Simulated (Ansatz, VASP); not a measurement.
# One calculation of TaN, two programs

```
CELL_PARAMETERS angstrom
2.89659 0.00000 0.00000
-1.44829 2.50852 0.00000
0.00000 0.00000 2.84591
ATOMIC_POSITIONS crystal
Ta 0.33333 0.66667 0.50000
N 0.00000 0.00000 0.00000
```

Alike in both runs: functional r2SCAN; k mesh 13 × 13 × 12; occupations fermi-dirac, width 0.1 eV; no spin polarisation.

Ansatz relaxed the structure, and its values are those at the end. VASP's run is a single point on that final structure, the one shown.

|  | VASP | Ansatz |
| --- | --- | --- |
| version | VASP 6.6.1 | Ansatz 0.2.0 |
| potentials or method | VASP PAW PBE potentials, release 64 (Ta_pv, N), cutoff 520 eV | PAW plane waves |
| valence electrons in the cell | 16 | 18 |

|  | VASP | Ansatz | Ansatz less VASP |
| --- | --- | --- | --- |
| pressure (GPa) | 17.9 | 16.1 | -1.82 |

VASP's potentials were made for PBE, not for r2SCAN. The functional is the same, so the differences come from potentials, cutoffs and numerics. VASP's potentials hold 16 valence electrons a cell and Ansatz's 18, so a difference there can come from the potentials and not from the codes. Ansatz's warnings: stress scf threshold loose.

Neither program's run includes spin-orbit coupling.
